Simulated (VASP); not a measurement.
Input of a VASP 6.6.1 run:

Contents of INCAR:

```
SYSTEM = KI
PREC = Accurate
ENCUT = 520
EDIFF = 1E-6
ISMEAR = -1
SIGMA = 0.0689
LREAL = Auto
LASPH = .TRUE.
NELM = 100
ALGO = Normal
ISIF = 2
LWAVE = .FALSE.
LCHARG = .FALSE.
GGA = PS
NBANDS = 78
```

Contents of KPOINTS:

```
Automatic mesh
0
G
  1 1 1
  0 0 0
```

File POSCAR:

```
KI
1.0
    6.9407660000     -5.7191050000      0.0000000000
   -6.9407660000     -5.7191050000      0.0000000000
    0.0000000000      0.0000000000    -10.0543810000
K I
8 8
Direct
    0.3578262273      0.4541242440      0.6141534720
    0.7789749020      0.9130321516      0.7338894359
    0.6245279808      0.2615248194      0.8822705247
    0.1347325159      0.6990435732      0.8408332646
    0.3831828203      0.9103164248      0.2253486316
    0.8491023100      0.3430802081      0.3615601000
    0.6072738297      0.6432875781      0.3026687570
    0.1064094468      0.1471380926      0.2599634925
    0.5099784158      0.2696451442      0.1990980847
   -0.0417657769      0.8031382294      0.1076931539
    0.6930737984     -0.0142028912      0.4491413246
    0.2012126791      0.5406455313      0.3300514472
    0.1724976944     -0.0087327347      0.5834626716
    0.7665593732      0.5679225081      0.5943335547
    0.5108579012      0.7107390095      0.9682203211
    0.0085781720      0.3038212331      0.8157318685
```

Potentials or basis: VASP PAW PBE potentials, release 64 (K_sv, I).

Run with:

```console
$ cat potpaw_PBE.64/K_sv/POTCAR potpaw_PBE.64/I/POTCAR > POTCAR
$ mpirun -np 1 vasp_gam > vasp.out
```

Q: Predict the pressure.

A: -0.1 GPa.

Q: Predict the largest force.

A: 0.808 eV/Å.

Q: What does it give for the band gap on the k mesh?

A: 2.45 eV.

Forces on the atoms (eV/Å):
```
K    0.068  0.227 -0.060
K    0.467 -0.209 -0.532
K   -0.054 -0.347  0.035
K   -0.049  0.041  0.009
K    0.099  0.375 -0.164
K   -0.192  0.072 -0.206
K    0.101 -0.155  0.277
K    0.212  0.076 -0.026
I   -0.153 -0.101  0.151
I   -0.095 -0.270 -0.069
I   -0.340 -0.024  0.733
I    0.194 -0.048 -0.078
I    0.096 -0.176  0.006
I   -0.101  0.416 -0.263
I   -0.197  0.105  0.328
I   -0.056  0.018 -0.142
```

Caveat: the k points lie up to 0.71 Å⁻¹ apart; the PAW data sets were made with another functional, which shifts forces and pressure a little; spin-orbit coupling is left out, which moves the levels of the heavy elements. A k mesh can miss the band edges.
